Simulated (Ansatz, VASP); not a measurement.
Given: the input of a run of Ansatz 0.2.0 on Pt.

input

```
crystal:
  lattice:
    - [-1.58422, 1.58422, 1.58422]
    - [1.58422, -1.58422, 1.58422]
    - [1.58422, 1.58422, -1.58422]
  atoms:
    - { symbol: Pt, position: [0.0, 0.0, 0.0] }
hamiltonian:
  xc: { exchange: pbesol, correlation: pbesol, exx: { coeff: 0.25 } }
  pseudopotentials: { kind: paw }
kpoints:
  mp_grid: { grid: [6, 6, 6] }
scf:
  occupations: { method: fermi_dirac, width: 0.05 }
output:
  forces: true
  stress: true
  eigenvalues: true
relax:
  f_tol: 0.01
  max_steps: 40
  cell: { stress_tol: 0.05 }
```

Q: Translate it to VASP 6.6.1. Potentials there: VASP PAW PBE potentials, release 64 (Pt).

A: As run (the cutoff follows the program's own potentials):

Contents of POSCAR:

```
Pt
1.0
   -1.5842200000      1.5842200000      1.5842200000
    1.5842200000     -1.5842200000      1.5842200000
    1.5842200000      1.5842200000     -1.5842200000
Pt
1
Direct
    0.0000000000      0.0000000000      0.0000000000
```

Contents of INCAR.step1:

```
SYSTEM = Pt
ALGO = Normal
EDIFF = 1E-5
ENCUT = 600
GGA = PE
ISMEAR = -1
LASPH = .TRUE.
LCHARG = .FALSE.
LREAL = .FALSE.
LWAVE = .TRUE.
NBANDS = 11
NELM = 60
PREC = Accurate
SIGMA = 0.05
```

File INCAR.step2:

```
SYSTEM = Pt
AEXX = 0.25
ALGO = Normal
EDIFF = 1E-6
EDIFFG = -0.01
ENCUT = 600
GGA = PS
IBRION = 2
ISIF = 3
ISMEAR = -1
ISTART = 1
LASPH = .TRUE.
LCHARG = .FALSE.
LHFCALC = .TRUE.
LREAL = .FALSE.
LWAVE = .FALSE.
NELM = 60
NSW = 60
PREC = Accurate
PRECFOCK = Normal
SIGMA = 0.05
```

The input KPOINTS:

```
k-points
0
G
  6 6 6
  0 0 0
```

Potentials or basis: VASP PAW PBE potentials, release 64 (Pt).

Command:

```console
$ cat potpaw_PBE.64/Pt/POTCAR > POTCAR
$ cp INCAR.step1 INCAR
$ mpirun -np 1 vasp_std > vasp.out
$ cp INCAR.step2 INCAR
$ mpirun -np 1 vasp_std > vasp.out
```

Both were run:

|  | VASP | Ansatz | Ansatz less VASP |
| --- | --- | --- | --- |
| gap on the k mesh at the Fermi level, each at its own relaxed structure (eV) | none | none | - |
| relaxed volume (Å³/atom) | 14.95 | 14.94 | -0.016 |
| relaxed length of the cell vector where the two differ most in proportion (Å) | 2.688 | 2.687 | -0.0009 |

VASP's potentials were made for PBE, not for PBEsol-based global hybrid. A gap of «none» marks a metal or a gap that the smearing closes. VASP's potentials hold 10 valence electrons a cell and Ansatz's 18, so a difference there can come from the potentials and not from the codes.

The k mesh is coarse, so the values compare programs but aren't converged. Spin-orbit coupling is off throughout. Noted on Ansatz's run: the plane-wave basis is chosen anew once the cell has moved, so the energies of steps on either side of that aren't comparable.
